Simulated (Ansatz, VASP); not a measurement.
This is a calculation of P for Ansatz 0.2.0.

input.yaml

```yaml
crystal:
  lattice:
    - [2.4246941115, 0.0, 0.0]
    - [0.0, 2.4385351442, 0.0]
    - [-0.0203144631, 0.0, 4.8524328982]
  atoms:
    - { symbol: P, position: [3.0e-08, 0.0, 0.74942536] }
    - { symbol: P, position: [0.99999997, 0.0, 0.25057464] }
hamiltonian:
  xc: pbe
  pseudopotentials: { kind: paw }
kpoints:
  mp_grid: { grid: [11, 11, 6] }
scf:
  occupations: { method: fermi_dirac, width: 0.05 }
output:
  forces: true
  stress: true
  eigenvalues: true
```

Potentials or basis: Ansatz PAW.

Launch:

```bash
$ ansatz run input.yaml --threads 2 --pin off --max-ram 5120MiB --backend cpu --events-out ev --progress --plain --runs-dir out
```

Task: Translate it to VASP 6.6.1. Potentials there: VASP PAW PBE potentials, release 64 (P).

Result: As run (the cutoff follows the program's own potentials):

The input INCAR:

```
SYSTEM = P
PREC = Accurate
ENCUT = 520
EDIFF = 1E-6
ISMEAR = -1
SIGMA = 0.05
LREAL = .False.
LASPH = .True.
NELM = 60
ALGO = Normal
ISIF = 2
LWAVE = .False.
LCHARG = .False.
GGA = PE
NBANDS = 12
```

File KPOINTS:

```
regular mesh
0
Gamma
  11 11 6
  0 0 0
```

File POSCAR:

```
P
1.0
    2.4246941115      0.0000000000      0.0000000000
    0.0000000000      2.4385351442      0.0000000000
   -0.0203144631      0.0000000000      4.8524328982
P
2
Direct
    0.0000000300      0.0000000000      0.7494253600
    0.9999999700      0.0000000000      0.2505746400
```

Potentials or basis: VASP PAW PBE potentials, release 64 (P).

Command:

```console
$ cat potpaw_PBE.64/P/POTCAR > POTCAR
$ mpirun -np 1 vasp_std > vasp.out
```

Both were run:

|  | VASP | Ansatz | Ansatz less VASP |
| --- | --- | --- | --- |
| gap on the k mesh at the Fermi level (eV) | none | none | - |
| pressure (GPa) | 1.9 | 2.2 | +0.30 |
| traceless stress, the component that is largest in VASP (GPa) | 0.90 | 0.90 | -0.001 |
| rms of the force components (eV/Å) | 0.003 | 0.003 | +0.0007 |

Atom by atom the forces differ by 0.001 eV/Å (rms over components). A gap of «none» marks a metal or a gap that the smearing closes.
